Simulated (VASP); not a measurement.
# H3Au12C in VASP: a series of runs

The runs below take H3Au12C through single point, with PBE.

Everything below comes from runs of VASP 6.6.1. Logs are shortened: lines on timing, memory, paths and dates and some standing lists are left out, and cuts for length are marked.

## (1) The cell of the first run

The cell holds a slab with vacuum, 16 atoms: a = 5.770 Å, b = 5.770 Å, c = 19.711 Å, α = 90.00°, β = 90.00°, γ = 60.00°.

## (2) Single point, PBE

INCAR reads:

```
PREC     = Accurate       # precision mode
ENCUT    = 520            # plane-wave cutoff, eV
EDIFF    = 1E-6           # SCF threshold, eV
ISMEAR   = -1             # smearing method
SIGMA    = 0.1            # smearing width, eV
LREAL    = Auto         
LASPH    = T              # aspherical terms in the spheres
NELM     = 60             # most SCF steps
ALGO     = Normal         # electronic algorithm
ISIF     = 2              # what is computed and relaxed
LWAVE    = F              # write WAVECAR
LCHARG   = F              # write CHGCAR
GGA      = PE             # functional
NBANDS   = 84             # bands
```

KPOINTS reads:

```
regular mesh
0
Gamma
  2 2 1
```

POSCAR reads:

```
H3Au12C
1.0
    5.7699910000      0.0000000000      0.0000000000
    2.8849960000      4.9969590000      0.0000000000
    0.0000000000      0.0000000000     19.7111780000
Au C H
12 1 3
Direct
    0.1666696938      0.1666613634      0.0507326351
    0.6666704737      0.1666613634      0.0507326351
    0.1666679892      0.6666654659      0.0507326351
    0.6666687691      0.6666654659      0.0507326351
   -0.1667253543      0.3332426782      0.1702790163
    0.3334934043      0.3332226660      0.1702688698
   -0.1667604767      0.8334869267      0.1702536500
    0.3333350018      0.8333668537      0.1704515073
   -0.0004366758      0.0001801095      0.2908806364
    0.5002719960      0.0002201339      0.2909465888
   -0.0000017046      0.5000041025      0.2905863871
    0.5001618538      0.4996438834      0.2908096107
    0.6699467285      0.1341816093      0.4412470934
    0.7841308592     -0.0815696106      0.4489838202
    0.7724816846      0.2482109619      0.4472741304
    0.4537643784      0.2355232452      0.4481162922
```

Potentials or basis: VASP PAW PBE potentials, release 64 (Au, C, H).

Started as:

```
$ cat potpaw_PBE.64/Au/POTCAR potpaw_PBE.64/C/POTCAR potpaw_PBE.64/H/POTCAR > POTCAR
$ mpirun -np 1 vasp_std > vasp.out
```

OUTCAR:

```text
PREC = Accurate
   ENCUT = 520
   EDIFF = 1E-6
   ISMEAR = -1
   LREAL = Auto
   LASPH = T
   NELM = 60
   ISIF = 2
   GGA = PE

 ion  position               nearest neighbor table
   1  0.167  0.167  0.051-   3 2.88   4 2.88   2 2.88   2 2.89   4 2.89   3 2.89   6 2.89   5 2.89
                             8 2.89
   2  0.667  0.167  0.051-   7 2.88   3 2.88   4 2.88   1 2.88   1 2.89   3 2.89   4 2.89   6 2.89
                             5 2.89
   3  0.167  0.667  0.051-   2 2.88   1 2.88   4 2.88   4 2.89   2 2.89   1 2.89   7 2.89   6 2.89
                             8 2.89
   4  0.667  0.667  0.051-   2 2.88   1 2.88   3 2.88   3 2.89   1 2.89   2 2.89   7 2.89   5 2.89
                             8 2.89
   5  0.833  0.333  0.170-   7 2.88   6 2.88   8 2.88   8 2.89   2 2.89   1 2.89   4 2.89   6 2.89
                             7 2.89  11 2.90  12 2.90   9 2.90
   6  0.333  0.333  0.170-   7 2.88   5 2.88   8 2.88   2 2.89   8 2.89   1 2.89   3 2.89   5 2.89
                             7 2.89  11 2.90  12 2.90  10 2.90
   7  0.833  0.833  0.170-   6 2.88   5 2.88   2 2.88   8 2.88   8 2.89   4 2.89   3 2.89   5 2.89
                             6 2.89  11 2.90   9 2.90  10 2.90
   8  0.333  0.833  0.170-   6 2.88   7 2.88   5 2.88   5 2.89   7 2.89   6 2.89   1 2.89   4 2.89
                             3 2.89  12 2.90   9 2.90  10 2.90
   9  1.000  0.000  0.291-  10 2.88  12 2.88  11 2.88  11 2.89  12 2.89  10 2.89   8 2.90   5 2.90
                             7 2.90
  10  0.500  0.000  0.291-   9 2.88  12 2.88  11 2.88  11 2.89  12 2.89   9 2.89   8 2.90   6 2.90
                             7 2.90
  11  1.000  0.500  0.291-   9 2.88  10 2.88  12 2.88  12 2.89  10 2.89   9 2.89   5 2.90   6 2.90
                             7 2.90
  12  0.500  0.500  0.291-  10 2.88   9 2.88  11 2.88  11 2.89   9 2.89  10 2.89   8 2.90   5 2.90
                             6 2.90
  13  0.670  0.134  0.441-  15 1.09  16 1.09  14 1.09
  14  0.784  0.918  0.449-  13 1.09
  15  0.772  0.248  0.447-  13 1.09
  16  0.454  0.236  0.448-  13 1.09

  LATTYP: Found a hexagonal cell.
 ALAT       =     5.7699914357
 C/A-ratio  =     3.4161537707

  Lattice vectors:

 A1 = (  -2.8849960000,  -4.9969590000,   0.0000000000)
 A2 = (   5.7699910000,   0.0000000000,   0.0000000000)
 A3 = (   0.0000000000,   0.0000000000,  19.7111780000)

Analysis of symmetry for initial positions (statically):
=====================================================================
 Subroutine PRICEL returns:
 Original cell was already a primitive cell.

 Routine SETGRP: Setting up the symmetry group for a
 hexagonal supercell.

 Subroutine GETGRP returns: Found  1 space group operations
 (whereof  1 operations were pure point group operations)
 out of a pool of 24 trial point group operations.

The static configuration has the point symmetry C_1 .

Analysis of symmetry for dynamics (positions and initial velocities):
=====================================================================
 Subroutine PRICEL returns:
 Original cell was already a primitive cell.

 Routine SETGRP: Setting up the symmetry group for a
 hexagonal supercell.

 Subroutine GETGRP returns: Found  1 space group operations
 (whereof  1 operations were pure point group operations)
 out of a pool of 24 trial point group operations.

The dynamic configuration has the point symmetry C_1 .

 Subroutine INISYM returns: Found  1 space group operations
 (whereof  1 operations are pure point group operations),
 and found     1 'primitive' translations

----------------------------------------------------------------------------------------

                                     Primitive cell

  volume of cell :     568.3207

  direct lattice vectors                    reciprocal lattice vectors
     5.769991000  0.000000000  0.000000000     0.173310496 -0.100060874  0.000000000
     2.884996000  4.996959000  0.000000000     0.000000000  0.200121714  0.000000000
     0.000000000  0.000000000 19.711178000     0.000000000  0.000000000  0.050732635

  length of vectors
     5.769991000  5.769991436 19.711178000     0.200121729  0.200121714  0.050732635

  position of ions in fractional coordinates (direct lattice)
     0.166669694  0.166661363  0.050732635
     0.666670474  0.166661363  0.050732635
     0.166667989  0.666665466  0.050732635
     0.666668769  0.666665466  0.050732635
     0.833274646  0.333242678  0.170279016
     0.333493404  0.333222666  0.170268870
[... 8 lines left out ...]
     0.772481685  0.248210962  0.447274130
     0.453764378  0.235523245  0.448116292

  ion indices of the primitive-cell ions
   primitive index   ion index
                 1           1
                 2           2
                 3           3
                 4           4
                 5           5
                 6           6
[... 8 lines left out ...]
                15          15
                16          16

----------------------------------------------------------------------------------------

 KPOINTS: regular mesh

Automatic generation of k-mesh.
 Grid dimensions read from file:
 generate k-points for:    2    2    1

 Generating k-lattice:

  Cartesian coordinates                     Fractional coordinates (reciprocal lattice)
     0.086655248 -0.050030437  0.000000000     0.500000000 -0.000000000  0.000000000
     0.000000000  0.100060857  0.000000000     0.000000000  0.500000000  0.000000000
     0.000000000  0.000000000  0.050732635     0.000000000  0.000000000  1.000000000

  Length of vectors
     0.100060865  0.100060857  0.050732635

  Shift w.r.t. Gamma in fractional coordinates (k-lattice)
     0.000000000  0.000000000  0.000000000

 Subroutine IBZKPT returns following result:
 ===========================================

 Found      4 irreducible k-points:

 Following reciprocal coordinates:
            Coordinates               Weight
  0.000000  0.000000  0.000000      1.000000
  0.500000  0.000000  0.000000      1.000000
  0.500000  0.500000  0.000000      1.000000
  0.000000  0.500000  0.000000      1.000000
   k-points           NKPTS =      4   k-points in BZ     NKDIM =      4   number of bands    NBANDS=     84
   number of dos      NEDOS =    301   number of ions     NIONS =     16
   total plane-waves  NPLWV = 345600
   dimension x,y,z NGX =    48 NGY =   48 NGZ =  150
   dimension x,y,z NGXF=    96 NGYF=   96 NGZF=  300
   ions per type =              12   1   3
   NGX,Y,Z   is equivalent  to a cutoff of  13.83, 13.83, 12.65 a.u.
   NGXF,Y,Z  is equivalent  to a cutoff of  27.66, 27.66, 25.30 a.u.
 SYSTEM =  unknown system
   PREC   = accura    normal or accurate (medium, high low for compatibility)
   ISTART =      0    job   : 0-new  1-cont  2-samecut
   ICHARG =      2    charge: 1-file 2-atom 10-const
   ISPIN  =      1    spin polarized calculation?
   LNONCOLLINEAR =      F non collinear calculations
   LSORBIT =      F    spin-orbit coupling
   LASPH  =      T    aspherical Exc in radial PAW
   ENCUT  =  520.0 eV  38.22 Ry    6.18 a.u.  10.73 10.73 36.65*2*pi/ulx,y,z
   NELM   =     60;   NELMIN=  2; NELMDL= -5     # of ELM steps
   EDIFF  = 0.1E-05   stopping-criterion for ELM
   LREAL  =      T    real-space projection
   EDIFFG = 0.1E-04   stopping-criterion for IOM
   NSW    =      0    number of steps for IOM
   IBRION =     -1    ionic relax: 0-MD 1-quasi-New 2-CG
   NFREE  =      0    steps in history (QN), initial steepest desc. (CG)
   ISIF   =      2    stress and relaxation
   ISYM   =      2    0-nonsym 1-usesym 2-fastsym
   POTIM  = 0.5000    time-step for ionic-motion
   TEBEG  =    0.0;   TEEND  =   0.0 temperature during run
   PSTRESS=    0.0 pullay stress
   NELECT =     139.0000    total number of electrons
   NUPDOWN=      -1.0000    fix difference up-down
   EMIN   =  10.00;   EMAX   =-10.00  energy-range for DOS
   EFERMI =   0.00;   METHOD = LEGACY
   ISMEAR =    -1;   SIGMA  =   0.10  broadening in eV -4-tet -1-fermi 0-gaus
   EFERMI_NEDOS =   21; number of points for ismear=-14 and -15
   IALGO  =     38    algorithm
   IMIX   =      4    mixing-type and parameters
     AMIX     =   0.40;   BMIX     =  1.00
     AMIX_MAG =   1.60;   BMIX_MAG =  1.00
  volume/ion in A,a.u.               =      35.52       239.70
  Fermi-wavevector in a.u.,A,eV,Ry     =   1.023800  1.934702 14.261179  1.048167
  Thomas-Fermi vector in A             =   2.157553
   LORBIT       =      0    0 simple, 1 ext, 2 COOP (PROOUT), +10 PAW based schemes
   GGA     = PE    functional components
   LHFCALC =     F    Hartree Fock is set to
   AEXX    =    0.0000 exact exchange contribution
   IVDW    =     0    specifies the selected vdW correction
   LEPSILON=     F    determine dielectric tensor
   LRPA    =     F    only Hartree local field effects (RPA)
 non-spin polarized calculation
  energy-cutoff  :      520.00
  volume of cell :      568.32
 maximum number of plane-waves:     15397
 NGX is ok and might be reduce to    48
   NGX = 21   NGY = 21   NGZ = 73

 number of electron     139.0000022 magnetization

 Free energy of the ion-electron system (eV)
  ---------------------------------------------------
  ext. energy  EPLUGINS =         0.00000000
  ---------------------------------------------------
  free energy    TOTEN  =       -52.66977442 eV

  energy without entropy =      -52.26424478  energy(sigma->0) =      -52.46700960

 E-fermi :   0.5572     XC(G=0):  -5.9786

 val. band max:        0.5028318508   @ k =   0.5000   0.5000   0.0000
 cond. band min:       0.6063705786   @ k =   0.0000   0.0000   0.0000
 fundamental gap:      0.1035387278
 Fermi energy:         0.5572047831

 k-point     1 :       0.0000    0.0000    0.0000
  band No.  band energies     occupation
      1     -11.5483      2.00000
      2      -8.6411      2.00000
      3      -7.1632      2.00000
      4      -6.6848      2.00000
      5      -6.2951      2.00000
      6      -6.2949      2.00000
[... 73 lines left out ...]
     80       3.9900      0.00000
     81       4.3308      0.00000

 k-point     2 :       0.5000    0.0000    0.0000
  band No.  band energies     occupation
      1     -11.5365      2.00000
      2      -7.0539      2.00000
      3      -7.0419      2.00000
      4      -5.9175      2.00000
      5      -5.9131      2.00000
      6      -5.5762      2.00000
[... 73 lines left out ...]
     80       5.7941      0.00000
     81       5.9687      0.00000

 k-point     3 :       0.5000    0.5000    0.0000
  band No.  band energies     occupation
      1     -11.5365      2.00000
      2      -7.0537      2.00000
      3      -7.0424      2.00000
      4      -5.9179      2.00000
      5      -5.9133      2.00000
      6      -5.5770      2.00000
[... 73 lines left out ...]
     80       5.7962      0.00000
     81       5.9693      0.00000

 k-point     4 :       0.0000    0.5000    0.0000
  band No.  band energies     occupation
      1     -11.5366      2.00000
      2      -7.0540      2.00000
      3      -7.0416      2.00000
      4      -5.9170      2.00000
      5      -5.9127      2.00000
      6      -5.5753      2.00000
[... 73 lines left out ...]
     80       5.7901      0.00000
     81       5.9669      0.00000
 [bands above 81 left out]

------------------------ aborting loop because EDIFF is reached ----------------------------------------

  FORCE on cell =-STRESS in cart. coord.  units (eV):
  Direction    XX          YY          ZZ          XY          YZ          ZX
  --------------------------------------------------------------------------------------
  -------------------------------------------------------------------------------------
  Total       -0.0964581      0.1144567      9.3354853     -0.0317589     -0.1045050     -0.0825670
  in kB       -0.2719292      0.3226697     26.3180666     -0.0895329     -0.2946145     -0.2327683
  external PRESSURE =       8.7896023 kB  Pullay stress =       0.0000000 kB

 VOLUME and BASIS-vectors are now :
 -----------------------------------------------------------------------------
  energy-cutoff  :      520.00
  volume of cell :      568.32
      direct lattice vectors                 reciprocal lattice vectors
     5.769991000  0.000000000  0.000000000     0.173310496 -0.100060874  0.000000000
     2.884996000  4.996959000  0.000000000     0.000000000  0.200121714  0.000000000
     0.000000000  0.000000000 19.711178000     0.000000000  0.000000000  0.050732635

 POSITION                                       TOTAL-FORCE (eV/Angst)
 -----------------------------------------------------------------------------------
      1.44250      0.83280      1.00000        -0.007931      0.020259     -0.713938
      4.32750      0.83280      1.00000         0.006521      0.013175     -0.643431
      2.88500      3.33130      1.00000        -0.000330     -0.011445     -0.698257
      5.77000      3.33130      1.00000         0.001730     -0.021320     -0.704457
      5.76939      1.66520      3.35640        -0.033970     -0.026200      0.091470
      2.88560      1.66510      3.35620         0.031516     -0.030596      0.080423
[... 8 lines left out ...]
      5.17330      1.24030      8.81630        -0.099246     -0.028539     -0.043209
      3.29770      1.17690      8.83290         0.108016     -0.019836     -0.040053
 -----------------------------------------------------------------------------------
    total drift:                                0.000137     -0.000354      0.015673

  FREE ENERGIE OF THE ION-ELECTRON SYSTEM (eV)
  ---------------------------------------------------
  free  energy   TOTEN  =       -52.6697744168 eV

  energy  without entropy=      -52.2642447810  energy(sigma->0) =      -52.46700960
```

Run time: 5.8 min. Hardware: 1 thread of AMD EPYC 9R45 (Zen 5), shared host; peak memory 0.71 GiB.

Results:

| Quantity | Value |
| --- | --- |
| Free energy | -52.6698 eV |
| Largest force | 0.938 eV/Å |
| Band gap on the k mesh | zero (an odd number of electrons rules out a gap without spin polarisation) |

Forces in eV/Å, atoms in the order of the input:
```
Au  -0.008  0.020 -0.714
Au   0.007  0.013 -0.643
Au   0.000 -0.011 -0.698
Au   0.002 -0.021 -0.704
Au  -0.034 -0.026  0.091
Au   0.032 -0.031  0.080
Au  -0.005  0.042  0.061
Au   0.009  0.016  0.345
Au  -0.115  0.050  0.822
Au   0.146  0.071  0.924
Au  -0.003 -0.004  0.458
Au  -0.003 -0.082  0.718
C   -0.039 -0.086 -0.610
H    0.003  0.097 -0.045
H   -0.099 -0.029 -0.043
H    0.108 -0.020 -0.040
```

Caveat: the k points lie up to 0.63 Å⁻¹ apart, too coarse for converged energies and pressures of a metal; there is no dipole correction, which matters where the two faces differ; spin-orbit coupling is left out, which moves the levels of the heavy elements.

## (3) Single point, PBE

INCAR reads:

```
SYSTEM = H3Au12C
ALGO = Normal
EDIFF = 1E-6
ENCUT = 520
GGA = PE
ISIF = 2
ISMEAR = -1
LASPH = .True.
LCHARG = .False.
LREAL = Auto
LWAVE = .False.
NBANDS = 84
NELM = 60
PREC = Accurate
SIGMA = 0.1
```

KPOINTS reads:

```
k-points
0
Gamma
  2 2 1
  0 0 0
```

POSCAR reads:

```
H3Au12C
1.0
    5.7699910000      0.0000000000      0.0000000000
    2.8849960000      4.9969590000      0.0000000000
    0.0000000000      0.0000000000     19.7111780000
Au C H
12 1 3
Direct
    0.1666696938      0.1666613634      0.0507326351
    0.6666704737      0.1666613634      0.0507326351
    0.1666679892      0.6666654659      0.0507326351
    0.6666687691      0.6666654659      0.0507326351
   -0.1669611899      0.3328824591      0.1705884854
    0.3340848152      0.3328024104      0.1705326795
   -0.1671026464      0.8340672797      0.1704413607
    0.3333435711      0.8336270119      0.1716944568
   -0.0017513469      0.0006604017      0.2941072319
    0.5014435158      0.0011006694      0.2945739722
   -0.0000063485      0.4999440660      0.2926461321
    0.5004300554      0.4990034939      0.2936709313
    0.6680956309      0.1233950489      0.3818138114
    0.7820896691     -0.0794283083      0.4028678550
    0.7645433081      0.2430478217      0.3921125363
    0.4594744922      0.2295796303      0.3996615524
```

Potentials or basis: VASP PAW PBE potentials, release 64 (Au, C, H).

Started as:

```
$ cat potpaw_PBE.64/Au/POTCAR potpaw_PBE.64/C/POTCAR potpaw_PBE.64/H/POTCAR > POTCAR
$ mpirun -np 1 vasp_std > vasp.out
```

It took 6.5 min on 1 thread of AMD EPYC 9R45 (Zen 5), shared host; peak memory 0.7 GiB.

The run converged. Its results:

* Free energy: -52.8722 eV
* Largest force: 1.071 eV/Å
* Band gap on the k mesh: zero (an odd number of electrons rules out a gap without spin polarisation)

Forces on the atoms (eV/Å):
```
Au  -0.006 -0.004 -0.744
Au   0.000  0.017 -0.600
Au   0.061  0.009 -0.717
Au  -0.042 -0.006 -0.718
Au  -0.037 -0.033  0.238
Au   0.018 -0.041  0.193
Au  -0.014  0.027  0.134
Au   0.051  0.073  0.779
Au   0.609 -0.365 -0.336
Au  -0.433 -0.268 -0.203
Au   0.013 -0.009  0.001
Au  -0.013  0.824 -0.361
C   -0.382 -0.418  0.909
H    0.040  0.298  0.457
H   -0.126 -0.052  0.478
H    0.261 -0.053  0.491
```

Levels at points of the mesh, in eV from the Fermi level:
| k point | band 66 | band 67 | band 68 | band 69 | band 70 | band 71 | band 72 | band 73 | band 74 | band 75 |
| --- | --- | --- | --- | --- | --- | --- | --- | --- | --- | --- |
| (0.00, 0.00, 0.00) | -1.78 | -0.99 | 0.04 | 0.07 | 0.11 | 0.52 | 1.02 | 1.09 | 1.18 | 1.19 |
| (0.50, 0.00, 0.00) | -1.96 | -1.92 | -0.61 | -0.13 | -0.08 | -0.02 | 0.48 | 0.95 | 1.90 | 2.75 |
| (0.50, 0.50, 0.00) | -1.95 | -1.94 | -0.54 | -0.13 | -0.06 | 0.07 | 0.50 | 0.94 | 1.85 | 2.83 |
| (0.00, 0.50, 0.00) | -1.97 | -1.92 | -0.73 | -0.12 | -0.10 | -0.08 | 0.50 | 0.97 | 1.91 | 2.71 |

Caveat: the k points lie up to 0.63 Å⁻¹ apart, too coarse for converged energies and pressures of a metal; there is no dipole correction, which matters where the two faces differ; spin-orbit coupling is left out, which moves the levels of the heavy elements.

The gap in the log of VASP goes by the Fermi energy; the results here count the filled bands.